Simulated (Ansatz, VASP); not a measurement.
Two plane-wave programs on Ta

Contents of INCAR:

```
  PREC = Accurate
  ENCUT = 520
  EDIFF = 1E-6
  ISMEAR = -1
  SIGMA = 0.05
  LREAL = F
  LASPH = T
  NELM = 80
  ALGO = Normal
  ISIF = 2
  LWAVE = F
  LCHARG = F
  GGA = RP
  NBANDS = 18
```

File KPOINTS:

```
Automatic mesh
0
Gamma
  11 11 5
```

The input POSCAR:

```
Ta
1.0
    2.9003720726      0.0000000000      0.0000000000
   -1.4501860363      2.5117958953      0.0000000000
    0.0000000000      0.0000000000      5.1662740000
Ta
2
Direct
    0.3333333333      0.6666666667      0.2500000000
    0.6666666667      0.3333333333      0.7500000000
```

input.yaml

```yaml
crystal:
  lattice:
    - [2.9003720726, 0.0, 0.0]
    - [-1.4501860363, 2.5117958953, 0.0]
    - [0.0, 0.0, 5.166274]
  atoms:
    - { symbol: Ta, position: [0.3333333333, 0.6666666667, 0.25] }
    - { symbol: Ta, position: [0.6666666667, 0.3333333333, 0.75] }
hamiltonian:
  xc: rpbe
  pseudopotentials: { kind: paw }
kpoints:
  mp_grid: { grid: [11, 11, 5] }
  band_path:
    path:
      - [[0.0, 0.0, 0.0], [0.5, 0.0, 0.0], [0.3333333333, 0.3333333333, 0.0], [0.0, 0.0, 0.0], [0.0, 0.0, 0.5], [0.5, 0.0, 0.5], [0.3333333333, 0.3333333333, 0.5], [0.0, 0.0, 0.5]]
      - [[0.5, 0.0, 0.5], [0.5, 0.0, 0.0]]
      - [[0.3333333333, 0.3333333333, 0.0], [0.3333333333, 0.3333333333, 0.5]]
    npoints: 14
scf:
  occupations: { method: fermi_dirac, width: 0.05 }
  n_extra_bands: 6
output:
  forces: true
  stress: true
  eigenvalues: true
  fatbands: false
  write_density: true
  write_potential: true
  elf: true
  volumetric_format: npy
```

Alike in both runs: functional RPBE; k mesh 11 × 11 × 5; occupations fermi-dirac, width 0.05 eV; no spin polarisation.

|  | VASP | Ansatz |
| --- | --- | --- |
| version | VASP 6.6.1 | Ansatz 0.2.0 |
| potentials or method | VASP PAW PBE potentials, release 64 (Ta_pv) | Ansatz PAW |
| plane-wave cutoff (eV) | 520 | 420 |
| valence electrons in the cell | 22 | 26 |
| task | single point | band structure |

```tsv
	VASP	Ansatz	Ansatz less VASP
gap on the k mesh at the Fermi level (eV)	none	none	-
pressure (GPa)	2.3	2.3	-0.02
traceless stress, the component that is largest in VASP (GPa)	0.29	0.28	-0.012
```

VASP's potentials were made for PBE, not for RPBE. A gap of «none» marks a metal or a gap that the smearing closes. VASP's potentials hold 22 valence electrons a cell and Ansatz's 26, so a difference there can come from the potentials and not from the codes.

Neither program's run includes spin-orbit coupling.
